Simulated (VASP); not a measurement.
# VZn7Se8 (F-43m) in VASP: single point with PBEsol+U

Aim: the single point of VZn7Se8 with PBEsol+U.

Everything below comes from runs of VASP 6.6.1. Logs are shortened: lines on timing, memory, paths and dates and some standing lists are left out, and cuts for length are marked.

### Step 1. The cell of the first run

Symmetry: F-43m, No. 216, cubic system. The conventional cell has a = 11.335 Å, b = 11.335 Å, c = 11.335 Å, α = 90.00°, β = 90.00°, γ = 90.00°. V (site symmetry -43m) has 4 Se at 2.49 Å within 3.3 Å. Within 3.2 Å of Zn (site symmetry 2mm) lie 4 Se at 2.45 Å. Within 3.2 Å of Zn (site symmetry -43m) lie 4 Se at 2.45 Å. Se (site symmetry 3m) has 3 Zn at 2.45 Å and 1 V at 2.49 Å within 3.2 Å. Within 3.2 Å of Se (site symmetry 3m) lie 4 Zn at 2.45 Å.

### Step 2. Single point, PBEsol+U, collinear spin, ferromagnetic start

File INCAR:

```
SYSTEM = VZn7Se8
PREC = Accurate ; ENCUT = 520
EDIFF = 1E-7 ; ISMEAR = 0
SIGMA = 0.05 ; LREAL = Auto
LASPH = .TRUE. ; NELM = 150
ALGO = Normal ; ISIF = 2
LWAVE = .FALSE. ; LCHARG = .FALSE.
ISPIN = 2 ; MAGMOM = 3 0 0 0 0 0 0 0 0 0 0 0 0 0 0 0
LORBIT = 11 ; LMAXMIX = 4
LDAU = .TRUE. ; LDAUTYPE = 2
LDAUL = 2 -1 -1 ; LDAUU = 3 0 0
LDAUJ = 0 0 0 ; LDAUPRINT = 1
GGA = PS ; NBANDS = 90
```

File KPOINTS:

```
regular mesh
0
G
  3 3 3
  0 0 0
```

File POSCAR:

```
VZn7Se8
1.0
    0.0000000000      5.6676000000      5.6676000000
    5.6676000000      0.0000000000      5.6676000000
    5.6676000000      5.6676000000      0.0000000000
V Zn Se
1 7 8
Direct
    0.0000000000      1.0000000000      0.0000000000
    0.9992715414      0.9992715414      0.5007284586
    0.9992715414      0.5007284586      0.9992715414
    0.9992715414      0.5007284586      0.5007284586
    0.5007284586      0.9992715414      0.9992715414
    0.5007284586      0.9992715414      0.5007284586
    0.5007284586      0.5007284586      0.9992715414
    0.5000000000      0.5000000000      0.5000000000
    0.1269952428      0.1269952428      0.1269952428
    0.1269952428      0.1269952428      0.6190142715
    0.1269952428      0.6190142715      0.1269952428
    0.1253580918      0.6248806361      0.6248806361
    0.6190142715      0.1269952428      0.1269952428
    0.6248806361      0.1253580918      0.6248806361
    0.6248806361      0.6248806361      0.1253580918
    0.6248806361      0.6248806361      0.6248806361
```

Potentials or basis: VASP PAW PBE potentials, release 64 (V_sv, Zn, Se).

Command:

```
cat potpaw_PBE.64/V_sv/POTCAR potpaw_PBE.64/Zn/POTCAR potpaw_PBE.64/Se/POTCAR > POTCAR
mpirun -np 1 vasp_std > vasp.out
```

OUTCAR:

```text
SYSTEM = VZn7Se8
   PREC = Accurate
   ENCUT = 520
   EDIFF = 1E-7
   ISMEAR = 0
   LREAL = Auto
   LASPH = .TRUE.
   NELM = 150
   ISIF = 2
   ISPIN = 2
   LORBIT = 11
   GGA = PS

 ion  position               nearest neighbor table
   1  0.000  0.000  0.000-   9 2.49  10 2.49  11 2.49  13 2.49
   2  0.999  0.999  0.501-  10 2.45   9 2.45  12 2.45  14 2.45
   3  0.999  0.501  0.999-  11 2.45   9 2.45  12 2.45  15 2.45
   4  0.999  0.501  0.501-  10 2.45  11 2.45  16 2.45  12 2.45
   5  0.501  0.999  0.999-  13 2.45   9 2.45  14 2.45  15 2.45
   6  0.501  0.999  0.501-  10 2.45  13 2.45  16 2.45  14 2.45
[... 8 lines left out ...]
  15  0.625  0.625  0.125-   3 2.45   5 2.45   7 2.45   8 2.45
  16  0.625  0.625  0.625-   4 2.45   6 2.45   7 2.45   8 2.45

  LATTYP: Found a face centered cubic cell.
 ALAT       =    11.3352000000

  Lattice vectors:

 A1 = (   0.0000000000,   5.6676000000,   5.6676000000)
 A2 = (   5.6676000000,   0.0000000000,   5.6676000000)
 A3 = (   5.6676000000,   5.6676000000,   0.0000000000)

Analysis of symmetry for initial positions (statically):
=====================================================================
 Subroutine PRICEL returns:
 Original cell was already a primitive cell.

 Routine SETGRP: Setting up the symmetry group for a
 face centered cubic supercell.

 Subroutine GETGRP returns: Found 24 space group operations
 (whereof 24 operations were pure point group operations)
 out of a pool of 48 trial point group operations.

The static configuration has the point symmetry T_d .

Analysis of symmetry for dynamics (positions and initial velocities):
=====================================================================
 Subroutine PRICEL returns:
 Original cell was already a primitive cell.

 Routine SETGRP: Setting up the symmetry group for a
 face centered cubic supercell.

 Subroutine GETGRP returns: Found 24 space group operations
 (whereof 24 operations were pure point group operations)
 out of a pool of 48 trial point group operations.

The dynamic configuration has the point symmetry T_d .

Analysis of structural, dynamic, and magnetic symmetry:
=====================================================================
 Subroutine PRICEL returns:
 Original cell was already a primitive cell.

 Routine SETGRP: Setting up the symmetry group for a
 face centered cubic supercell.

 Subroutine GETGRP returns: Found 24 space group operations
 (whereof 24 operations were pure point group operations)
 out of a pool of 48 trial point group operations.

The overall configuration has the point symmetry T_d .

 Subroutine INISYM returns: Found 24 space group operations
 (whereof 24 operations are pure point group operations),
 and found     1 'primitive' translations

----------------------------------------------------------------------------------------

                                     Primitive cell

  volume of cell :     364.1058

  direct lattice vectors                    reciprocal lattice vectors
     0.000000000  5.667600000  5.667600000    -0.088220764  0.088220764  0.088220764
     5.667600000  0.000000000  5.667600000     0.088220764 -0.088220764  0.088220764
     5.667600000  5.667600000  0.000000000     0.088220764  0.088220764 -0.088220764

  length of vectors
     8.015196786  8.015196786  8.015196786     0.152802845  0.152802845  0.152802845

  position of ions in fractional coordinates (direct lattice)
     0.000000000  0.000000000  0.000000000
     0.999271541  0.999271541  0.500728459
     0.999271541  0.500728459  0.999271541
     0.999271541  0.500728459  0.500728459
     0.500728459  0.999271541  0.999271541
     0.500728459  0.999271541  0.500728459
[... 8 lines left out ...]
     0.624880636  0.624880636  0.125358092
     0.624880636  0.624880636  0.624880636

  ion indices of the primitive-cell ions
   primitive index   ion index
[... 96 lines left out ...]
   GGA     = PS    functional components
   LHFCALC =     F    Hartree Fock is set to
   AEXX    =    0.0000 exact exchange contribution
   IVDW    =     0    specifies the selected vdW correction
   LEPSILON=     F    determine dielectric tensor
   LRPA    =     F    only Hartree local field effects (RPA)
 spin polarized calculation
 Gauss-broadening in eV      SIGMA  =   0.05
  energy-cutoff  :      520.00
  volume of cell :      364.11
 maximum number of plane-waves:      9841
   NGX = 29   NGY = 29   NGZ = 29

atom =   1  type =  1  l = 2

 onsite density matrix

spin component  1

  0.3697 -0.0000  0.0000 -0.0000  0.0000
 -0.0000  0.3697 -0.0000  0.0000 -0.0000
  0.0000 -0.0000  0.8499  0.0000  0.0000
 -0.0000  0.0000  0.0000  0.3697  0.0000
  0.0000 -0.0000  0.0000  0.0000  0.8499

spin component  2

  0.0765  0.0000  0.0000  0.0000 -0.0000
  0.0000  0.0765  0.0000 -0.0000  0.0000
  0.0000  0.0000  0.0178 -0.0000 -0.0000
  0.0000 -0.0000 -0.0000  0.0765 -0.0000
 -0.0000  0.0000 -0.0000 -0.0000  0.0178

 occupancies and eigenvectors

  o =  0.0178  v =  0.0000  0.0000  0.0000  0.0000  0.0000  0.0000 -0.0000  0.0598 -0.0000  0.9982      0.0000  0.0000  0.0000  0.0000  0.0000  0.0000  0.0000  0.0000  0.0000  0.0000
  o =  0.0178  v =  0.0000  0.0000  0.0000  0.0000  0.0000  0.0000  0.0000  0.9982  0.0000 -0.0598      0.0000  0.0000  0.0000  0.0000  0.0000  0.0000  0.0000  0.0000  0.0000  0.0000
  o =  0.0765  v =  0.0000  0.0000  0.0000  0.0000  0.0000  0.0000  0.7181 -0.0000  0.6959  0.0000      0.0000  0.0000  0.0000  0.0000  0.0000  0.0000  0.0000  0.0000  0.0000  0.0000
  o =  0.0765  v =  0.0000  0.0000  0.0000  0.0000  0.0000  0.0000  0.6959 -0.0000 -0.7181  0.0000      0.0000  0.0000  0.0000  0.0000  0.0000  0.0000  0.0000  0.0000  0.0000  0.0000
  o =  0.0765  v =  0.0000  0.0000  0.0000  0.0000  0.0000  1.0000  0.0000  0.0000  0.0000  0.0000      0.0000  0.0000  0.0000  0.0000  0.0000  0.0000  0.0000  0.0000  0.0000  0.0000
  o =  0.3697  v =  0.0000 -0.1228  0.0000  0.9924  0.0000  0.0000  0.0000  0.0000  0.0000  0.0000      0.0000  0.0000  0.0000  0.0000  0.0000  0.0000  0.0000  0.0000  0.0000  0.0000
  o =  0.3697  v =  0.0000  0.9924 -0.0000  0.1228  0.0000  0.0000  0.0000  0.0000  0.0000  0.0000      0.0000  0.0000  0.0000  0.0000  0.0000  0.0000  0.0000  0.0000  0.0000  0.0000
  o =  0.3697  v =  1.0000  0.0000  0.0000  0.0000  0.0000  0.0000  0.0000  0.0000  0.0000  0.0000      0.0000  0.0000  0.0000  0.0000  0.0000  0.0000  0.0000  0.0000  0.0000  0.0000
  o =  0.8499  v =  0.0000 -0.0000 -1.0000 -0.0000 -0.0002  0.0000  0.0000  0.0000  0.0000  0.0000      0.0000  0.0000  0.0000  0.0000  0.0000  0.0000  0.0000  0.0000  0.0000  0.0000
  o =  0.8499  v =  0.0000  0.0000 -0.0002 -0.0000  1.0000  0.0000  0.0000  0.0000  0.0000  0.0000      0.0000  0.0000  0.0000  0.0000  0.0000  0.0000  0.0000  0.0000  0.0000  0.0000

 number of electron     145.0000070 magnetization       2.9259271

 Free energy of the ion-electron system (eV)
  ---------------------------------------------------
  ext. energy  EPLUGINS =         0.00000000
  ---------------------------------------------------
  free energy    TOTEN  =       -58.74226617 eV

  energy without entropy =      -58.73972560  energy(sigma->0) =      -58.74099589

 E-fermi :   3.2759     XC(G=0):  -9.5625

 val. band max:        3.2259255467   @ k =  -0.3333   0.3333   0.0000
 cond. band min:       3.3990427313   @ k =  -0.3333   0.3333   0.0000
 fundamental gap:      0.1731171846
 Fermi energy:         3.2759239176

 spin component 1

 k-point     1 :       0.0000    0.0000    0.0000
  band No.  band energies     occupation
      1     -61.9791      1.00000
      2     -35.9827      1.00000
      3     -35.9827      1.00000
      4     -35.9826      1.00000
      5     -11.4979      1.00000
      6     -10.7135      1.00000
[... 337 lines left out ...]
     83       6.5514      0.00000
     84       6.6304      0.00000
 Fermi energy:         3.2759239176

 spin component 2

 k-point     1 :       0.0000    0.0000    0.0000
  band No.  band energies     occupation
      1     -59.4871      1.00000
      2     -33.5082      1.00000
      3     -33.5082      1.00000
      4     -33.5082      1.00000
      5     -11.4989      1.00000
      6     -10.7219      1.00000
[... 337 lines left out ...]
     83       6.7229      0.00000
     84       6.8144      0.00000
 [bands above 84 left out]

------------------------ aborting loop because EDIFF is reached ----------------------------------------

  FORCE on cell =-STRESS in cart. coord.  units (eV):
  Direction    XX          YY          ZZ          XY          YZ          ZX
  --------------------------------------------------------------------------------------
  -------------------------------------------------------------------------------------
  Total        0.5296286      0.5296286      0.5296286     -0.0000000     -0.0000000     -0.0000000
  in kB        2.3305287      2.3305287      2.3305287     -0.0000000     -0.0000000     -0.0000000
  external PRESSURE =       2.3305287 kB  Pullay stress =       0.0000000 kB

 VOLUME and BASIS-vectors are now :
 -----------------------------------------------------------------------------
  energy-cutoff  :      520.00
  volume of cell :      364.11
      direct lattice vectors                 reciprocal lattice vectors
     0.000000000  5.667600000  5.667600000    -0.088220764  0.088220764  0.088220764
     5.667600000  0.000000000  5.667600000     0.088220764 -0.088220764  0.088220764
     5.667600000  5.667600000  0.000000000     0.088220764  0.088220764 -0.088220764

 POSITION                                       TOTAL-FORCE (eV/Angst)
 -----------------------------------------------------------------------------------
      0.00000      0.00000      0.00000        -0.000000     -0.000000     -0.000000
      8.50140      8.50140     11.32694        -0.000000     -0.000000     -0.011345
      8.50140     11.32694      8.50140        -0.000000     -0.011345     -0.000000
      5.67586      8.50140      8.50140         0.011345     -0.000000     -0.000000
     11.32694      8.50140      8.50140        -0.011345     -0.000000     -0.000000
      8.50140      5.67586      8.50140        -0.000000      0.011345     -0.000000
[... 8 lines left out ...]
      4.25205      4.25205      7.08315        -0.000367     -0.000367      0.000367
      7.08315      7.08315      7.08315         0.000367      0.000367      0.000367
 -----------------------------------------------------------------------------------
    total drift:                                0.000001      0.000001      0.000001

  FREE ENERGIE OF THE ION-ELECTRON SYSTEM (eV)
  ---------------------------------------------------
  free  energy   TOTEN  =       -58.7422661693 eV

  energy  without entropy=      -58.7397256039  energy(sigma->0) =      -58.74099589

 total charge

# of ion       s       p       d       tot
------------------------------------------
    1        2.223   6.135   3.052  11.410
    2        0.545   0.453   9.783  10.781
    3        0.545   0.453   9.783  10.781
    4        0.545   0.453   9.783  10.781
    5        0.545   0.453   9.783  10.781
    6        0.545   0.453   9.783  10.781
[... 8 lines left out ...]
   15        1.440   2.410   0.031   3.881
   16        1.440   2.410   0.031   3.881
--------------------------------------------------
tot         17.550  28.663  71.798 118.012

 magnetization (x)

# of ion       s       p       d       tot
------------------------------------------
    1        0.031   0.024   2.531   2.586
    2        0.010   0.004  -0.001   0.013
    3        0.010   0.004  -0.001   0.013
    4        0.010   0.004  -0.001   0.013
    5        0.010   0.004  -0.001   0.013
    6        0.010   0.004  -0.001   0.013
[... 8 lines left out ...]
   15        0.001  -0.000   0.000   0.001
   16        0.001  -0.000   0.000   0.001
--------------------------------------------------
tot          0.089  -0.172   2.562   2.479
```

Wall time 18 min (1 thread of Intel Xeon 8259CL, shared host); peak memory 0.74 GiB.

Results:

| Property | Result |
| --- | --- |
| Free energy | -58.7423 eV |
| Pressure | 0.2 GPa |
| Largest force | 0.011 eV/Å |
| Net moment | 2.93 μB per cell |
| Site moments | V +2.59; Zn +0.01, -0.00 (each value once); Se -0.05, +0.00 (each value once) μB |
| Valence electrons inside the program's atomic spheres | V 11.41; Zn 10.78; Se 3.90, 3.88 (each value once) |

Forces in eV/Å, atoms in the order of the input:
```
V    0.000  0.000  0.000
Zn   0.000  0.000 -0.011
Zn   0.000 -0.011  0.000
Zn   0.011  0.000  0.000
Zn  -0.011  0.000  0.000
Zn   0.000  0.011  0.000
Zn   0.000  0.000  0.011
Zn   0.000  0.000  0.000
Se   0.000  0.000  0.000
Se   0.000  0.000  0.000
Se   0.000  0.000  0.000
Se   0.000  0.000  0.000
Se   0.000  0.000  0.000
Se   0.000  0.000  0.000
Se   0.000  0.000  0.000
Se   0.000  0.000  0.000
```

Eigenvalues of the final occupation matrices:
```tsv
site	spin	trace	eigenvalues
site 1 d	1	2.81	0.37 0.37 0.37 0.85 0.85
site 1 d	2	0.27	0.02 0.02 0.08 0.08 0.08
```

Caveat: the PAW data sets were made with another functional, which shifts forces and pressure a little. The state reached can hang on the start; a lower one may exist.
